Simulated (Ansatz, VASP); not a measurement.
**Sn in VASP and in Ansatz**

```
Sn
1.0
    -2.02919    2.02919    1.66076
     2.02919   -2.02919    1.66076
     2.02919    2.02919   -1.66076
Sn
1
Direct
  0.00000 0.00000 0.00000
```

Alike in both runs: task relaxation of cell and atoms; functional PBEsol; k mesh 22 × 22 × 22; occupations gaussian, width 0.1 eV; no spin polarisation.

|  | VASP | Ansatz |
| --- | --- | --- |
| version | VASP 6.6.1 | Ansatz 0.2.0 |
| potentials or method | VASP PAW PBE potentials, release 64 (Sn_d), cutoff 600 eV | scalar-relativistic, plane waves, PAW |
| valence electrons in the cell | 14 | 14 |

VASP gave:

```
gap on the k mesh at the Fermi level, each at its own relaxed structure (eV) : none
relaxed volume (Å³/atom)                                                     : 26.24
relaxed length of the cell vector where the two differ most in proportion (Å)              : 3.255
```

Question: What did Ansatz give for the same quantities?

Answer: gap on the k mesh at the Fermi level, each at its own relaxed structure (eV): none; relaxed volume (Å³/atom): 26.24; relaxed length of the cell vector where the two differ most in proportion (Å): 3.256.

VASP's potentials were made for PBE, not for PBEsol. A gap of «none» marks a metal or a gap that the smearing closes.
